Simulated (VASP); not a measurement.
A run of VASP 6.6.1 is set up as follows.

The input INCAR:

```
PREC = Accurate
ENCUT = 500
EDIFF = 1E-6
ISMEAR = 0
SIGMA = 0.2
LREAL = F
LASPH = T
NELM = 120
ALGO = Normal
ISIF = 2
LWAVE = F
LCHARG = F
GGA = PE
NBANDS = 20
GGA_COMPAT = F
```

File KPOINTS:

```
Automatic mesh
0
Gamma
  6 6 2
```

File POSCAR:

```
AsSe3
1.0
    3.7189023421      0.0000000000      0.0000000000
   -1.8594511710      3.2206639024      0.0000000000
    0.0000000000      0.0000000000      7.5105979282
As Se
1 3
Direct
    0.3333333333      0.6666666667      0.5000000000
    0.3333333333      0.6666666667      0.0000000000
    0.6666666667      0.3333333333      0.7328212096
    0.6666666667      0.3333333333      0.2671787904
```

Potentials or basis: VASP PAW PBE potentials, release 64 (As, Se).

Command:

```sh
$ cat potpaw_PBE.64/As/POTCAR potpaw_PBE.64/Se/POTCAR > POTCAR
$ mpirun -np 1 vasp_std > vasp.out
```

Task: Estimate the pressure.

Result: 0.0 GPa.

Task: Predict the band gap on the k mesh.

Result: Zero (an odd number of electrons rules out a gap without spin polarisation).

Task: Predict the largest force.

Result: 0.025 eV/Å.

Stress tensor (GPa, compression positive):
```
0.00 0.00 0.00
0.00 0.00 0.00
0.00 0.00 0.10
```

Caveat: the k points lie up to 0.42 Å⁻¹ apart, too coarse for converged energies and pressures of a metal.
